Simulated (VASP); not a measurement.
Input of a VASP 6.6.1 run:

POSCAR

```
TePb
1.0
    0.0000000000      2.9567720755      3.8438036981
    2.9567720755      0.0000000000      3.8438036981
    2.9567720755      2.9567720755      0.0000000000
Te Pb
1 1
Direct
    0.5000000000      0.5000000000      0.5000000000
    0.0000000000      0.0000000000      0.0000000000
```

Contents of INCAR.step1:

```
PREC = Accurate
ENCUT = 520
ISMEAR = 0
SIGMA = 0.05
LREAL = F
LASPH = T
NELM = 60
NBANDS = 17
GGA = PE
ALGO = Normal
EDIFF = 1E-4
LWAVE = T
LCHARG = F
```

File INCAR.step2:

```
PREC = Accurate
ENCUT = 520
EDIFF = 1E-6
ISMEAR = 0
SIGMA = 0.05
LREAL = F
LASPH = T
NELM = 60
ALGO = Normal
ISIF = 2
LWAVE = F
LCHARG = T
METAGGA = R2SCAN
LMIXTAU = T
LELF = T
LVHAR = T
NBANDS = 17
ISTART = 1
```

File KPOINTS:

```
regular mesh
0
Gamma
  8 8 8
```

Potentials or basis: VASP PAW PBE potentials, release 64 (Te, Pb_d).

The run is started by

```console
$ cat potpaw_PBE.64/Te/POTCAR potpaw_PBE.64/Pb_d/POTCAR > POTCAR
$ cp INCAR.step1 INCAR
$ mpirun -np 1 vasp_std > vasp.out
$ cp INCAR.step2 INCAR
$ mpirun -np 1 vasp_std > vasp.out
```

(1) What does it give for the band gap on the k mesh?

(2) Estimate the pressure.

## Answers

(1) zero (band 10 reaches 6.49 eV, above the bottom of band 11 at 6.17 eV).

(2) 9.3 GPa.

Caveat: the PAW data sets were made with another functional, which shifts forces and pressure a little; spin-orbit coupling is left out, which moves the levels of the heavy elements.
